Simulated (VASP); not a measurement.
# Ag in VASP: a series of runs

Ag is run at these levels: r2SCAN; tasks: single point.

Everything below comes from runs of VASP 6.6.1. Logs are shortened: lines on timing, memory, paths and dates and some standing lists are left out, and cuts for length are marked.

**1. The cell of the first run**

The structure is cubic, space group Im-3m (No. 229). Conventional cell: a = 3.394 Å, b = 3.394 Å, c = 3.394 Å, α = 90.00°, β = 90.00°, γ = 90.00°. Ag (site symmetry m-3m) has 14 Ag at 2.94 to 3.39 Å within 3.9 Å.

**2. Single point, r2SCAN (strain +0.025 along x and y, +0.025 along z)**

Input file POSCAR:

```
Ag
1.0
   -1.6970453500      1.6970453500      1.6970453500
    1.6970453500     -1.6970453500      1.6970453500
    1.6970453500      1.6970453500     -1.6970453500
Ag
1
Direct
    0.0000000000      0.0000000000      0.0000000000
```

Input file INCAR.step1:

```
SYSTEM = Ag
PREC     = Accurate       ! precision mode
ENCUT    = 520            ! plane-wave cutoff, eV
ISMEAR   = 0              ! smearing method
SIGMA    = 0.15           ! smearing width, eV
LREAL    = .FALSE.        ! projectors in reciprocal space
LASPH    = .TRUE.         ! aspherical terms in the spheres
NELM     = 80             ! most SCF steps
NBANDS   = 12             ! bands
GGA      = PE             ! functional
ALGO     = Normal         ! electronic algorithm
EDIFF    = 1E-4           ! SCF threshold, eV
LWAVE    = .TRUE.         ! write WAVECAR
LCHARG   = .FALSE.        ! write CHGCAR
```

Input file INCAR.step2:

```
SYSTEM = Ag
PREC     = Accurate       ! precision mode
ENCUT    = 520            ! plane-wave cutoff, eV
EDIFF    = 1E-6           ! SCF threshold, eV
ISMEAR   = 0              ! smearing method
SIGMA    = 0.15           ! smearing width, eV
LREAL    = .FALSE.        ! projectors in reciprocal space
LASPH    = .TRUE.         ! aspherical terms in the spheres
NELM     = 80             ! most SCF steps
ALGO     = Normal         ! electronic algorithm
ISIF     = 2              ! what is computed and relaxed
LWAVE    = .FALSE.        ! write WAVECAR
LCHARG   = .TRUE.         ! write CHGCAR
METAGGA  = R2SCAN         ! meta-GGA
LMIXTAU  = .TRUE.       
LELF     = .TRUE.         ! ELF
LVHAR    = .TRUE.       
NBANDS   = 12             ! bands
ISTART   = 1
```

Input file KPOINTS:

```
Automatic mesh
0
G
  20 20 20
  0 0 0
```

Potentials or basis: VASP PAW PBE potentials, release 64 (Ag).

Launch:

```console
> cat potpaw_PBE.64/Ag/POTCAR > POTCAR
> cp INCAR.step1 INCAR
> mpirun -np 1 vasp_std > vasp.out
> cp INCAR.step2 INCAR
> mpirun -np 1 vasp_std > vasp.out
```

OUTCAR:

```text
SYSTEM = Ag
   PREC = Accurate
   ENCUT = 520
   EDIFF = 1E-6
   ISMEAR = 0
   LREAL = .FALSE.
   LASPH = .TRUE.
   NELM = 80
   ISIF = 2
   METAGGA = R2SCAN
   ISTART = 1

 ion  position               nearest neighbor table
   1  0.000  0.000  0.000-

  LATTYP: Found a body centered cubic cell.
 ALAT       =     3.3940907000

  Lattice vectors:

 A1 = (  -1.6970453500,   1.6970453500,   1.6970453500)
 A2 = (   1.6970453500,  -1.6970453500,   1.6970453500)
 A3 = (   1.6970453500,   1.6970453500,  -1.6970453500)

Analysis of symmetry for initial positions (statically):
=====================================================================
 Subroutine PRICEL returns:
 Original cell was already a primitive cell.

 Routine SETGRP: Setting up the symmetry group for a
 body centered cubic supercell.

 Subroutine GETGRP returns: Found 48 space group operations
 (whereof 48 operations were pure point group operations)
 out of a pool of 48 trial point group operations.

The static configuration has the point symmetry O_h .

Analysis of symmetry for dynamics (positions and initial velocities):
=====================================================================
 Subroutine PRICEL returns:
 Original cell was already a primitive cell.

 Routine SETGRP: Setting up the symmetry group for a
 body centered cubic supercell.

 Subroutine GETGRP returns: Found 48 space group operations
 (whereof 48 operations were pure point group operations)
 out of a pool of 48 trial point group operations.

The dynamic configuration has the point symmetry O_h .

 Subroutine INISYM returns: Found 48 space group operations
 (whereof 48 operations are pure point group operations),
 and found     1 'primitive' translations

----------------------------------------------------------------------------------------

                                     Primitive cell

  volume of cell :      19.5497

  direct lattice vectors                    reciprocal lattice vectors
    -1.697045350  1.697045350  1.697045350     0.000000000  0.294629722  0.294629722
     1.697045350 -1.697045350  1.697045350     0.294629722  0.000000000  0.294629722
     1.697045350  1.697045350 -1.697045350     0.294629722  0.294629722  0.000000000

  length of vectors
     2.939368769  2.939368769  2.939368769     0.416669349  0.416669349  0.416669349

  position of ions in fractional coordinates (direct lattice)
     0.000000000  0.000000000  0.000000000

  ion indices of the primitive-cell ions
   primitive index   ion index
                 1           1

----------------------------------------------------------------------------------------

 KPOINTS: Automatic mesh

Automatic generation of k-mesh.
 Grid dimensions read from file:
 generate k-points for:   20   20   20

 Generating k-lattice:

  Cartesian coordinates                     Fractional coordinates (reciprocal lattice)
     0.000000000  0.014731486  0.014731486     0.050000000  0.000000000  0.000000000
     0.014731486  0.000000000  0.014731486     0.000000000  0.050000000  0.000000000
     0.014731486  0.014731486  0.000000000     0.000000000  0.000000000  0.050000000

  Length of vectors
     0.020833467  0.020833467  0.020833467

  Shift w.r.t. Gamma in fractional coordinates (k-lattice)
     0.000000000  0.000000000  0.000000000

 Subroutine IBZKPT returns following result:
 ===========================================

 Found    256 irreducible k-points:

 Following reciprocal coordinates:
            Coordinates               Weight
  0.000000  0.000000  0.000000      1.000000
  0.050000  0.000000  0.000000     12.000000
  0.100000  0.000000  0.000000     12.000000
  0.150000  0.000000  0.000000     12.000000
  0.200000  0.000000  0.000000     12.000000
  0.250000  0.000000  0.000000     12.000000
[... 16 lines left out ...]
  0.200000  0.100000 -0.000000     48.000000
  0.250000  0.100000  0.000000     48.000000
 [... further k-points ...]
   k-points           NKPTS =    256   k-points in BZ     NKDIM =    256   number of bands    NBANDS=     12
   number of dos      NEDOS =    301   number of ions     NIONS =      1
   total plane-waves  NPLWV =  13824
   dimension x,y,z NGX =    24 NGY =   24 NGZ =   24
   dimension x,y,z NGXF=    48 NGYF=   48 NGZF=   48
   ions per type =               1
   NGX,Y,Z   is equivalent  to a cutoff of  13.57, 13.57, 13.57 a.u.
   NGXF,Y,Z  is equivalent  to a cutoff of  27.15, 27.15, 27.15 a.u.
 SYSTEM =  Ag
   PREC   = accura    normal or accurate (medium, high low for compatibility)
   ISTART =      1    job   : 0-new  1-cont  2-samecut
   ICHARG =      0    charge: 1-file 2-atom 10-const
   ISPIN  =      1    spin polarized calculation?
   LNONCOLLINEAR =      F non collinear calculations
   LSORBIT =      F    spin-orbit coupling
   LASPH  =      T    aspherical Exc in radial PAW
   ENCUT  =  520.0 eV  38.22 Ry    6.18 a.u.   5.47  5.47  5.47*2*pi/ulx,y,z
[... 59 lines left out ...]
      1      -0.2777      2.00000
      2       1.8976      2.00000
      3       1.8976      2.00000
      4       1.8976      2.00000
      5       2.9753      2.00000
      6       2.9753      2.00000
      7      24.8072      0.00000
      8      24.8072      0.00000
      9      24.8072      0.00000
     10      29.2140      0.00000
     11      29.2140      0.00000
     12      29.2140      0.00000

 k-point     2 :       0.0500    0.0000    0.0000
  band No.  band energies     occupation
      1      -0.2009      2.00000
      2       1.8814      2.00000
      3       1.9012      2.00000
      4       1.9368      2.00000
      5       2.9576      2.00000
      6       2.9763      2.00000
      7      24.5275      0.00000
      8      24.7652      0.00000
      9      24.8338      0.00000
     10      28.3172      0.00000
     11      28.3686      0.00000
     12      28.6896      0.00000

 k-point     3 :       0.1000    0.0000    0.0000
  band No.  band energies     occupation
      1       0.0224      2.00000
      2       1.8348      2.00000
      3       1.9142      2.00000
      4       2.0520      2.00000
      5       2.9124      2.00000
      6       2.9796      2.00000
      7      23.5813      0.00000
      8      24.5244      0.00000
      9      24.9085      0.00000
     10      27.2439      0.00000
     11      27.5691      0.00000
     12      27.6218      0.00000

 k-point     4 :       0.1500    0.0000    0.0000
  band No.  band energies     occupation
      1       0.3625      2.00000
      2       1.7630      2.00000
      3       1.9539      2.00000
      4       2.2362      2.00000
      5       2.8597      2.00000
      6       2.9858      2.00000
      7      21.9860      0.00000
      8      23.9183      0.00000
      9      25.0182      0.00000
     10      26.2862      0.00000
     11      26.6412      0.00000
     12      27.5155      0.00000

 k-point     5 :       0.2000    0.0000    0.0000
  band No.  band energies     occupation
      1       0.7301      2.00000
      2       1.6739      2.00000
      3       2.0963      2.00000
      4       2.4774      2.00000
      5       2.8225      2.00000
      6       2.9949      2.00000
      7      20.0666      0.00000
      8      23.0822      0.00000
      9      24.9990      0.00000
     10      25.1454      0.00000
     11      26.3722      0.00000
     12      27.9532      0.00000
[... 228 lines left out ...]
      1       0.5577      2.00000
      2       1.7862      2.00000
      3       1.8437      2.00000
      4       2.4146      2.00000
      5       2.8167      2.00000
      6       3.0128      2.00000
      7      21.9568      0.00000
      8      22.3457      0.00000
      9      24.7395      0.00000
     10      25.3025      0.00000
     11      27.4023      0.00000
     12      28.3730      0.00000

 k-point    22 :       0.1500    0.1000    0.0000
  band No.  band energies     occupation
      1       0.9088      2.00000
      2       1.7191      2.00000
      3       1.8780      2.00000
      4       2.7307      2.00000
      5       2.7749      2.00000
      6       3.0574      2.00000
      7      20.2199      0.00000
      8      21.3544      0.00000
      9      23.7180      0.00000
     10      25.4748      0.00000
     11      27.7355      0.00000
     12      28.5459      0.00000

 k-point    23 :       0.2000    0.1000   -0.0000
  band No.  band energies     occupation
      1       1.1116      2.00000
      2       1.6219      2.00000
      3       2.1111      2.00000
      4       2.7634      2.00000
      5       2.9934      2.00000
      6       3.2917      2.00000
      7      18.2151      0.00000
      8      20.5894      0.00000
      9      22.7783      0.00000
     10      25.6180      0.00000
     11      28.2858      0.00000
     12      28.5108      0.00000

 k-point    24 :       0.2500    0.1000    0.0000
  band No.  band energies     occupation
      1       1.1156      2.00000
      2       1.5246      2.00000
      3       2.4833      2.00000
      4       2.7878      2.00000
      5       3.0650      2.00000
      6       3.9165      2.00000
      7      16.2323      0.00000
      8      19.9032      0.00000
      9      21.9364      0.00000
     10      25.7409      0.00000
     11      28.3883      0.00000
     12      28.9937      0.00000

 [... further k-points ...]
[... 5 lines left out ...]
  --------------------------------------------------------------------------------------
  -------------------------------------------------------------------------------------
  Total       -1.0061839     -1.0061839     -1.0061839      0.0000000      0.0000000     -0.0000000
  in kB      -82.4608133    -82.4608133    -82.4608133      0.0000000      0.0000000     -0.0000000
  external PRESSURE =     -82.4608133 kB  Pullay stress =       0.0000000 kB

 VOLUME and BASIS-vectors are now :
 -----------------------------------------------------------------------------
  energy-cutoff  :      520.00
  volume of cell :       19.55
      direct lattice vectors                 reciprocal lattice vectors
    -1.697045350  1.697045350  1.697045350     0.000000000  0.294629722  0.294629722
     1.697045350 -1.697045350  1.697045350     0.294629722  0.000000000  0.294629722
     1.697045350  1.697045350 -1.697045350     0.294629722  0.294629722  0.000000000

 POSITION                                       TOTAL-FORCE (eV/Angst)
 -----------------------------------------------------------------------------------
      0.00000      0.00000      0.00000         0.000000      0.000000      0.000000
 -----------------------------------------------------------------------------------
    total drift:                                0.000000      0.000000     -0.000000

  FREE ENERGIE OF THE ION-ELECTRON SYSTEM (eV)
  ---------------------------------------------------
  free  energy   TOTEN  =       -21.2634575944 eV

  energy  without entropy=      -21.2597261538  energy(sigma->0) =      -21.26159187
```

It took 2.1 min on 1 thread of Intel Xeon Platinum 8259CL at 2.50GHz (Skylake/Cascade Lake), shared host; peak memory 0.19 GiB.

Results:

```yaml
Free_energy: -21.2635 eV
Pressure: -8.2 GPa
```

Caveat: the cell differs from its parent crystal (strain +0.025 along x and y, +0.025 along z); the PAW data sets were made with another functional, which shifts forces and pressure a little.

**3. Single point, r2SCAN (strain -0.050 along x and y, +0.000 along z)**

Input file POSCAR:

```
Ag
1.0
   -1.5728713000      1.5728713000      1.6556540000
    1.5728713000     -1.5728713000      1.6556540000
    1.5728713000      1.5728713000     -1.6556540000
Ag
1
Direct
    0.0000000000      0.0000000000      0.0000000000
```

Input file INCAR.step1:

```
PREC     = Accurate       # precision mode
ENCUT    = 520            # plane-wave cutoff, eV
ISMEAR   = 0              # smearing method
SIGMA    = 0.15           # smearing width, eV
LREAL    = False          # projectors in reciprocal space
LASPH    = True           # aspherical terms in the spheres
NELM     = 100            # most SCF steps
NBANDS   = 12             # bands
GGA      = PE             # functional
ALGO     = Normal         # electronic algorithm
EDIFF    = 1E-4           # SCF threshold, eV
LWAVE    = True           # write WAVECAR
LCHARG   = False          # write CHGCAR
```

Input file INCAR.step2:

```
PREC     = Accurate       # precision mode
ENCUT    = 520            # plane-wave cutoff, eV
EDIFF    = 1E-7           # SCF threshold, eV
ISMEAR   = 0              # smearing method
SIGMA    = 0.15           # smearing width, eV
LREAL    = False          # projectors in reciprocal space
LASPH    = True           # aspherical terms in the spheres
NELM     = 100            # most SCF steps
ALGO     = Normal         # electronic algorithm
ISIF     = 2              # what is computed and relaxed
LWAVE    = False          # write WAVECAR
LCHARG   = False          # write CHGCAR
METAGGA  = R2SCAN         # meta-GGA
LMIXTAU  = True         
NBANDS   = 12             # bands
ISTART   = 1
```

Input file KPOINTS:

```
regular mesh
0
Gamma
  20 20 20
```

Potentials or basis: VASP PAW PBE potentials, release 64 (Ag).

Launch:

```console
> cat potpaw_PBE.64/Ag/POTCAR > POTCAR
> cp INCAR.step1 INCAR
> mpirun -np 1 vasp_std > vasp.out
> cp INCAR.step2 INCAR
> mpirun -np 1 vasp_std > vasp.out
```

It took 5.3 min on 1 thread of Intel Xeon Platinum 8259CL at 2.50GHz (Skylake/Cascade Lake), shared host; peak memory 0.25 GiB.

Results (log left out):

```yaml
Free_energy: -21.3013 eV
Pressure: 7.6 GPa
```

Stress tensor (GPa, compression positive):
```
7.22 0.00 0.00
0.00 7.22 0.00
0.00 0.00 8.27
```

Levels at points of the mesh, in eV from the Fermi level:
| k point | band 3 | band 4 | band 5 | band 6 | band 7 | band 8 | band 9 | band 10 |
| --- | --- | --- | --- | --- | --- | --- | --- | --- |
| (0.00, 0.00, 0.00) | -5.54 | -5.29 | -4.17 | -3.90 | 18.24 | 19.14 | 19.14 | 24.97 |
| (0.50, 0.00, 0.00) | -4.24 | -3.85 | -2.92 | -0.24 | 4.34 | 14.32 | 15.93 | 21.52 |
| (0.50, 0.50, 0.00) | -3.88 | -3.79 | -2.86 | 0.09 | 4.88 | 13.50 | 14.67 | 20.60 |
| (0.50, 0.50, 0.50) | -3.22 | -3.13 | -3.13 | 6.31 | 7.89 | 7.89 | 13.03 | 14.71 |

Caveat: the cell differs from its parent crystal (strain -0.050 along x and y, +0.000 along z); the PAW data sets were made with another functional, which shifts forces and pressure a little.

**4. Single point, r2SCAN (strain +0.000 along x and y, -0.050 along z)**

Input file POSCAR:

```
Ag
1.0
   -1.6556540000      1.6556540000      1.5728713000
    1.6556540000     -1.6556540000      1.5728713000
    1.6556540000      1.6556540000     -1.5728713000
Ag
1
Direct
    0.0000000000      0.0000000000      0.0000000000
```

Input file INCAR.step1:

```
SYSTEM = Ag
ALGO = Normal ; EDIFF = 1E-4
ENCUT = 520 ; GGA = PE
ISMEAR = 0 ; LASPH = .True.
LCHARG = .False. ; LREAL = .False.
LWAVE = .True. ; NBANDS = 12
NELM = 80 ; PREC = Accurate
SIGMA = 0.15
```

Input file INCAR.step2:

```
SYSTEM = Ag
ALGO = Normal ; EDIFF = 1E-6
ENCUT = 520 ; ISIF = 2
ISMEAR = 0 ; ISTART = 1
LASPH = .True. ; LCHARG = .False.
LMIXTAU = .True. ; LREAL = .False.
LWAVE = .False. ; METAGGA = R2SCAN
NBANDS = 12 ; NELM = 80
PREC = Accurate ; SIGMA = 0.15
```

Input file KPOINTS:

```
k-points
0
Gamma
  20 20 20
  0 0 0
```

Launch:

```console
> cat potpaw_PBE.64/Ag/POTCAR > POTCAR
> cp INCAR.step1 INCAR
> mpirun -np 1 vasp_std > vasp.out
> cp INCAR.step2 INCAR
> mpirun -np 1 vasp_std > vasp.out
```

Wall time 6.1 min (1 thread of Intel Xeon Platinum 8259CL at 2.50GHz (Skylake/Cascade Lake), shared host); peak memory 0.25 GiB.

The run converged. Its results:

* Free energy: -21.3246 eV
* Pressure: 1.3 GPa

Stress tensor (GPa, compression positive):
```
1.53 0.00 0.00
0.00 1.53 0.00
0.00 0.00 0.74
```

Levels at points of the mesh, in eV from the Fermi level:
| k point | band 2 | band 3 | band 4 | band 5 | band 6 | band 7 | band 8 | band 9 | band 10 | band 11 |
| --- | --- | --- | --- | --- | --- | --- | --- | --- | --- | --- |
| (0.00, 0.00, 0.00) | -5.39 | -5.15 | -5.15 | -4.07 | -3.79 | 18.32 | 18.32 | 19.33 | 24.53 | 24.53 |
| (0.50, 0.00, 0.00) | -6.11 | -3.96 | -3.67 | -2.88 | 0.13 | 4.40 | 13.58 | 14.60 | 20.22 | 21.34 |
| (0.50, 0.50, 0.00) | -5.83 | -4.16 | -3.87 | -2.92 | -0.19 | 3.85 | 14.43 | 15.85 | 21.14 | 22.64 |
| (0.50, 0.50, 0.50) | -6.68 | -3.16 | -3.16 | -3.08 | 6.68 | 6.68 | 8.26 | 12.73 | 13.34 | 14.77 |

Caveat: the cell differs from its parent crystal (strain +0.000 along x and y, -0.050 along z); the PAW data sets were made with another functional, which shifts forces and pressure a little.

**5. Single point, r2SCAN (strain +0.000 along x and y, -0.025 along z)**

Input file POSCAR:

```
Ag
1.0
   -1.6556540000      1.6556540000      1.6142626500
    1.6556540000     -1.6556540000      1.6142626500
    1.6556540000      1.6556540000     -1.6142626500
Ag
1
Direct
    0.0000000000      0.0000000000      0.0000000000
```

Input file INCAR.step1:

```
PREC = Accurate ; ENCUT = 520
ISMEAR = 0 ; SIGMA = 0.15
LREAL = F ; LASPH = T
NELM = 60 ; NBANDS = 12
GGA = PE ; ALGO = Normal
EDIFF = 1E-4 ; LWAVE = T
LCHARG = F
```

Input file INCAR.step2:

```
PREC = Accurate ; ENCUT = 520
EDIFF = 1E-7 ; ISMEAR = 0
SIGMA = 0.15 ; LREAL = F
LASPH = T ; NELM = 60
ALGO = Normal ; ISIF = 2
LWAVE = F ; LCHARG = T
METAGGA = R2SCAN ; LMIXTAU = T
LELF = T ; LVHAR = T
NBANDS = 12 ; ISTART = 1
```

Input file KPOINTS:

```
Automatic mesh
0
Gamma
  20 20 20
```

Launch:

```console
> cat potpaw_PBE.64/Ag/POTCAR > POTCAR
> cp INCAR.step1 INCAR
> mpirun -np 1 vasp_std > vasp.out
> cp INCAR.step2 INCAR
> mpirun -np 1 vasp_std > vasp.out
```

It took 5.8 min on 1 thread of Intel Xeon Platinum 8259CL at 2.50GHz (Skylake/Cascade Lake), shared host; peak memory 0.25 GiB.

Results (log left out):

- Free energy: -21.3231 eV
- Pressure: -1.3 GPa

Stress tensor (GPa, compression positive):
```
-1.09  0.00  0.00
 0.00 -1.09  0.00
 0.00  0.00 -1.74
```

Levels at points of the mesh, in eV from the Fermi level:
| k point | band 2 | band 3 | band 4 | band 5 | band 6 | band 7 | band 8 | band 9 | band 10 | band 11 |
| --- | --- | --- | --- | --- | --- | --- | --- | --- | --- | --- |
| (0.00, 0.00, 0.00) | -5.22 | -5.11 | -5.11 | -3.94 | -3.82 | 18.38 | 18.38 | 18.86 | 24.21 | 24.21 |
| (0.50, 0.00, 0.00) | -5.94 | -3.91 | -3.72 | -2.90 | 0.12 | 4.13 | 13.60 | 14.54 | 20.01 | 21.13 |
| (0.50, 0.50, 0.00) | -5.81 | -4.02 | -3.80 | -2.92 | -0.03 | 3.87 | 14.01 | 15.14 | 20.46 | 21.76 |
| (0.50, 0.50, 0.50) | -6.52 | -3.15 | -3.15 | -3.11 | 6.85 | 6.85 | 7.61 | 12.62 | 13.34 | 13.96 |

Caveat: the cell differs from its parent crystal (strain +0.000 along x and y, -0.025 along z); the PAW data sets were made with another functional, which shifts forces and pressure a little.

**6. Overview**

```csv
cell,gap on the mesh (eV),pressure (GPa)
"a = 2.939 Å, angles 109.5°, 1 atom",none,-8.2
"a = 2.773 Å, angles 110.9, 110.9, 106.7°, 1 atom",none,7.6
"a = 2.821 Å, angles 108.1, 108.1, 112.2°, 1 atom",none,1.3
"a = 2.844 Å, angles 108.8, 108.8, 110.8°, 1 atom",none,-1.3
```

Alike in all rows: task single point; level r2SCAN; potentials or basis VASP PAW PBE potentials, release 64 (Ag); no spin polarisation; k mesh 20 × 20 × 20; cutoff (eV) 520; smearing gaussian 0.15 eV.

Caveats: the PAW data sets were made with another functional, which shifts forces and pressure a little.

Total energies depend on the potentials used, so only differences within one code and one set of settings carry meaning.
